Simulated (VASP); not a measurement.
Write the native input for VASP 6.6.1 that does the following.

* Task: relaxation of cell and atoms
* Functional: r2SCAN
* Potentials or basis: VASP PAW PBE potentials, release 64 (Ti_sv)
* Cutoff: 600 eV
* k mesh: 6 × 6 × 6
* Occupations: gaussian, width 0.1 eV
* Spin: no spin polarisation
* Dipole correction: no
* Further INCAR settings: ALGO = Normal; EDIFF = 1e-06; IBRION = 2; EDIFFG = -0.04; NSW = 90; ISIF = 3

Ti:

```xyz
2
Lattice="0.0000 2.0118 4.8891 1.8786 0.0000 4.8891 1.8786 2.0118 0.0000" Properties=species:S:1:pos:R:3 pbc="T T T"
Ti    1.8786    2.0118    8.3068
Ti    1.8786    2.0118    1.4714
```

One way to write it, as run:

POSCAR

```
Ti
1.0
    0.0000000000      2.0118141630      4.8891090682
    1.8786300365      0.0000000000      4.8891090682
    1.8786300365      2.0118141630      0.0000000000
Ti
2
Direct
    0.8495189022      0.8495189022      0.1504810978
    0.1504810978      0.1504810978      0.8495189022
```

INCAR.step1

```
PREC = Accurate
ENCUT = 600
ISMEAR = 0
SIGMA = 0.1
LREAL = False
LASPH = True
NELM = 100
GGA = PE
ALGO = Normal
EDIFF = 1E-4
LWAVE = True
LCHARG = False
```

INCAR.step2

```
PREC = Accurate
ENCUT = 600
EDIFF = 1E-6
ISMEAR = 0
SIGMA = 0.1
LREAL = False
LASPH = True
NELM = 100
ALGO = Normal
ISIF = 3
LWAVE = False
LCHARG = False
METAGGA = R2SCAN
LMIXTAU = True
IBRION = 2
NSW = 90
EDIFFG = -0.04
ISTART = 1
```

KPOINTS

```
Automatic mesh
0
Gamma
  6 6 6
```

Potentials or basis: VASP PAW PBE potentials, release 64 (Ti_sv).

The run is started by

```console
$ cat potpaw_PBE.64/Ti_sv/POTCAR > POTCAR
$ cp INCAR.step1 INCAR
$ mpirun -np 1 vasp_std > vasp.out
$ cp INCAR.step2 INCAR
$ mpirun -np 1 vasp_std > vasp.out
```

It gave:

The relaxed volume is 18.57 Å³/atom. The relaxed cell is a = 5.298 Å, b = 5.250 Å, c = 2.756 Å, α = 75.83°, β = 73.88°, γ = 30.29°, the space group after relaxing (to 0.05 Å) is Fmmm (No. 69) and the energy gained by relaxing is 0.2 meV/atom. The ionic steps are 3. The pressure after relaxing is 0.0 GPa and the largest force after relaxing is 0.036 eV/Å. The band gap on the k mesh is zero (band 12 reaches 7.71 eV, above the bottom of band 13 at 7.20 eV).

Caveat: the k points lie up to 0.40 Å⁻¹ apart in the final cell; the PAW data sets were made with another functional, which shifts forces and pressure a little.

Wall time 7 min on 1 thread of Intel(R) Xeon(R) Platinum 8488C (Sapphire Rapids) (shared host), peak memory 0.22 GiB.
